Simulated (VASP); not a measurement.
# Be (Pm-3n) in VASP: single point with BLYP

Aim: the single point of Be with BLYP.

Everything below comes from runs of VASP 6.6.1. Logs are shortened: lines on timing, memory, paths and dates and some standing lists are left out, and cuts for length are marked.

### Step 1. The cell of the first run

The structure is cubic, space group Pm-3n (No. 223). Conventional cell: a = 4.019 Å, b = 4.019 Å, c = 4.019 Å, α = 90.00°, β = 90.00°, γ = 90.00°. Be (site symmetry m-3) has 12 Be at 2.25 Å within 3.0 Å. Be (site symmetry -4m2) has 14 Be at 2.01 to 2.46 Å within 2.7 Å.

### Step 2. Single point, BLYP

Input file INCAR:

```
SYSTEM = Be
PREC = Accurate
ENCUT = 520
EDIFF = 1E-7
ISMEAR = -1
SIGMA = 0.1
LREAL = .False.
LASPH = .True.
NELM = 80
ALGO = Normal
ISIF = 2
LWAVE = .False.
LCHARG = .False.
GGA = B5
ALDAX = 1.0
AGGAX = 1.0
AGGAC = 1.0
ALDAC = 0.0
NBANDS = 18
```

Input file KPOINTS:

```
regular mesh
0
Gamma
  8 8 8
  0 0 0
```

Input file POSCAR:

```
Be
1.0
    4.0186902025      0.0000000000      0.0000000000
    0.0000000000      4.0186902025      0.0000000000
    0.0000000000      0.0000000000      4.0186902025
Be
8
Direct
    0.0000000000      0.0000000000      0.0000000000
    0.5000000000      0.5000000000      0.5000000000
    0.2500000000      0.0000000000      0.5000000000
    0.7500000000      0.0000000000      0.5000000000
    0.5000000000      0.2500000000      0.0000000000
    0.5000000000      0.7500000000      0.0000000000
    0.0000000000      0.5000000000      0.2500000000
    0.0000000000      0.5000000000      0.7500000000
```

Potentials or basis: VASP PAW PBE potentials, release 64 (Be).

Run with:

```bash
cat potpaw_PBE.64/Be/POTCAR > POTCAR
mpirun -np 1 vasp_std > vasp.out
```

OUTCAR:

```text
SYSTEM = Be
   PREC = Accurate
   ENCUT = 520
   EDIFF = 1E-7
   ISMEAR = -1
   LREAL = .False.
   LASPH = .True.
   NELM = 80
   ISIF = 2
   GGA = B5

 ion  position               nearest neighbor table
   1  0.000  0.000  0.000-   3 2.25   4 2.25   5 2.25   6 2.25   7 2.25   8 2.25   3 2.25   4 2.25
                             7 2.25   8 2.25   5 2.25   6 2.25
   2  0.500  0.500  0.500-   3 2.25   4 2.25   5 2.25   6 2.25   7 2.25   8 2.25   5 2.25   6 2.25
                             3 2.25   4 2.25   7 2.25   8 2.25
   3  0.250  0.000  0.500-   4 2.01   4 2.01   1 2.25   1 2.25   2 2.25   2 2.25
   4  0.750  0.000  0.500-   3 2.01   3 2.01   1 2.25   1 2.25   2 2.25   2 2.25
   5  0.500  0.250  0.000-   6 2.01   6 2.01   1 2.25   2 2.25   2 2.25   1 2.25
   6  0.500  0.750  0.000-   5 2.01   5 2.01   1 2.25   2 2.25   2 2.25   1 2.25
   7  0.000  0.500  0.250-   8 2.01   8 2.01   1 2.25   2 2.25   1 2.25   2 2.25
   8  0.000  0.500  0.750-   7 2.01   7 2.01   1 2.25   2 2.25   1 2.25   2 2.25

  LATTYP: Found a simple cubic cell.
 ALAT       =     4.0186902025

  Lattice vectors:

 A1 = (   4.0186902025,   0.0000000000,   0.0000000000)
 A2 = (   0.0000000000,   4.0186902025,   0.0000000000)
 A3 = (   0.0000000000,   0.0000000000,   4.0186902025)

Analysis of symmetry for initial positions (statically):
=====================================================================
 Subroutine PRICEL returns:
 Original cell was already a primitive cell.

 Routine SETGRP: Setting up the symmetry group for a
 simple cubic supercell.

 Subroutine GETGRP returns: Found 48 space group operations
 (whereof 24 operations were pure point group operations)
 out of a pool of 48 trial point group operations.

The static configuration has the point symmetry T_h .
 The point group associated with its full space group is O_h .

Analysis of symmetry for dynamics (positions and initial velocities):
=====================================================================
 Subroutine PRICEL returns:
 Original cell was already a primitive cell.

 Routine SETGRP: Setting up the symmetry group for a
 simple cubic supercell.

 Subroutine GETGRP returns: Found 48 space group operations
 (whereof 24 operations were pure point group operations)
 out of a pool of 48 trial point group operations.

The dynamic configuration has the point symmetry T_h .
 The point group associated with its full space group is O_h .

 Subroutine INISYM returns: Found 48 space group operations
 (whereof 24 operations are pure point group operations),
 and found     1 'primitive' translations
[... 109 lines left out ...]
   EDIFFG = 0.1E-05   stopping-criterion for IOM
   NSW    =      0    number of steps for IOM
   IBRION =     -1    ionic relax: 0-MD 1-quasi-New 2-CG
   NFREE  =      0    steps in history (QN), initial steepest desc. (CG)
   ISIF   =      2    stress and relaxation
   ISYM   =      2    0-nonsym 1-usesym 2-fastsym
   POTIM  = 0.5000    time-step for ionic-motion
   TEBEG  =    0.0;   TEEND  =   0.0 temperature during run
   PSTRESS=    0.0 pullay stress
   NELECT =      16.0000    total number of electrons
   NUPDOWN=      -1.0000    fix difference up-down
   EMIN   =  10.00;   EMAX   =-10.00  energy-range for DOS
   EFERMI =   0.00;   METHOD = LEGACY
   ISMEAR =    -1;   SIGMA  =   0.10  broadening in eV -4-tet -1-fermi 0-gaus
   EFERMI_NEDOS =   21; number of points for ismear=-14 and -15
   IALGO  =     38    algorithm
   IMIX   =      4    mixing-type and parameters
     AMIX     =   0.40;   BMIX     =  1.00
     AMIX_MAG =   1.60;   BMIX_MAG =  1.00
  volume/ion in A,a.u.               =       8.11        54.75
  Fermi-wavevector in a.u.,A,eV,Ry     =   1.026511  1.939825 14.336798  1.053725
  Thomas-Fermi vector in A             =   2.160408
   LORBIT       =      0    0 simple, 1 ext, 2 COOP (PROOUT), +10 PAW based schemes
   GGA     = B5    functional components
   LHFCALC =     F    Hartree Fock is set to
   AEXX    =    0.0000 exact exchange contribution
   IVDW    =     0    specifies the selected vdW correction
   LEPSILON=     F    determine dielectric tensor
   LRPA    =     F    only Hartree local field effects (RPA)
 non-spin polarized calculation
  energy-cutoff  :      520.00
  volume of cell :       64.90
 maximum number of plane-waves:      1775
 NGX is ok and might be reduce to    30
   NGX = 15   NGY = 15   NGZ = 15

 number of electron      16.0000000 magnetization

 Free energy of the ion-electron system (eV)
  ---------------------------------------------------
  ext. energy  EPLUGINS =         0.00000000
  ---------------------------------------------------
  free energy    TOTEN  =       -24.08839078 eV

  energy without entropy =      -24.04667637  energy(sigma->0) =      -24.06753357

 E-fermi :   6.9895     XC(G=0):  -9.9737

 val. band max:        6.9136501444   @ k =   0.2500   0.1250   0.0000
 cond. band min:       6.9921387549   @ k =   0.5000   0.0000   0.0000
 fundamental gap:      0.0784886105
 Fermi energy:         6.9894661316

 k-point     1 :       0.0000    0.0000    0.0000
  band No.  band energies     occupation
      1      -3.8713      2.00000
      2       2.2194      2.00000
      3       2.2194      2.00000
      4       2.2194      2.00000
      5       3.4044      2.00000
      6       3.4045      2.00000
[... 481 lines left out ...]
      5       3.5632      2.00000
      6       3.9429      2.00000
[... 10 lines left out ...]
     17      16.1454      0.00000
     18      16.5115      0.00000

 [... further k-points ...]
[... 5 lines left out ...]
  --------------------------------------------------------------------------------------
  -------------------------------------------------------------------------------------
  Total       -0.0858366     -0.0858366     -0.0858366     -0.0000000      0.0000000      0.0000000
  in kB       -2.1189921     -2.1189921     -2.1189921     -0.0000000      0.0000000      0.0000000
  external PRESSURE =      -2.1189921 kB  Pullay stress =       0.0000000 kB

 VOLUME and BASIS-vectors are now :
 -----------------------------------------------------------------------------
  energy-cutoff  :      520.00
  volume of cell :       64.90
      direct lattice vectors                 reciprocal lattice vectors
     4.018690203  0.000000000  0.000000000     0.248837295  0.000000000  0.000000000
     0.000000000  4.018690203  0.000000000     0.000000000  0.248837295  0.000000000
     0.000000000  0.000000000  4.018690203     0.000000000  0.000000000  0.248837295

 POSITION                                       TOTAL-FORCE (eV/Angst)
 -----------------------------------------------------------------------------------
      0.00000      0.00000      0.00000         0.000000     -0.000000     -0.000000
      2.00935      2.00935      2.00935         0.000000     -0.000000     -0.000000
      1.00467      0.00000      2.00935         0.000000     -0.000000      0.000000
      3.01402      0.00000      2.00935        -0.000000      0.000000     -0.000000
      2.00935      1.00467      0.00000        -0.000000     -0.000000      0.000000
      2.00935      3.01402      0.00000        -0.000000      0.000000     -0.000000
      0.00000      2.00935      1.00467         0.000000     -0.000000     -0.000000
      0.00000      2.00935      3.01402         0.000000      0.000000      0.000000
 -----------------------------------------------------------------------------------
    total drift:                               -0.000000     -0.000000      0.000000

  FREE ENERGIE OF THE ION-ELECTRON SYSTEM (eV)
  ---------------------------------------------------
  free  energy   TOTEN  =       -24.0883907795 eV

  energy  without entropy=      -24.0466763685  energy(sigma->0) =      -24.06753357
```

stdout:

```text
POSCAR found type information on POSCAR Be
 POSCAR found :  1 types and       8 ions
 scaLAPACK will be used
 -----------------------------------------------------------------------------
|                                                                             |
|                                                                             |
|     You enforced a specific xc type in the INCAR file but a different       |
|     I HOPE YOU KNOW WHAT YOU ARE DOING!                                     |
|                                                                             |
 -----------------------------------------------------------------------------

 LDA part: xc-table for (Slater(with rela. corr.)+VWN5), standard interpolation
 POSCAR, INCAR and KPOINTS ok, starting setup
 FFT: planning ... GRIDC
 FFT: planning ... GRID_SOFT
 FFT: planning ... GRID
 WAVECAR not read
 entering main loop
```

It took 57 s on 1 thread of Intel Xeon Platinum 8375C at 2.90GHz (Ice Lake), shared host; peak memory 0.17 GiB.

What came out:

```
Free energy            : -24.0884 eV
Pressure               : -0.2 GPa
Band gap on the k mesh : zero (band 8 reaches 9.01 eV, above the bottom of band 9 at 6.73 eV)
```

Caveat: the PAW data sets were made with another functional, which shifts forces and pressure a little.
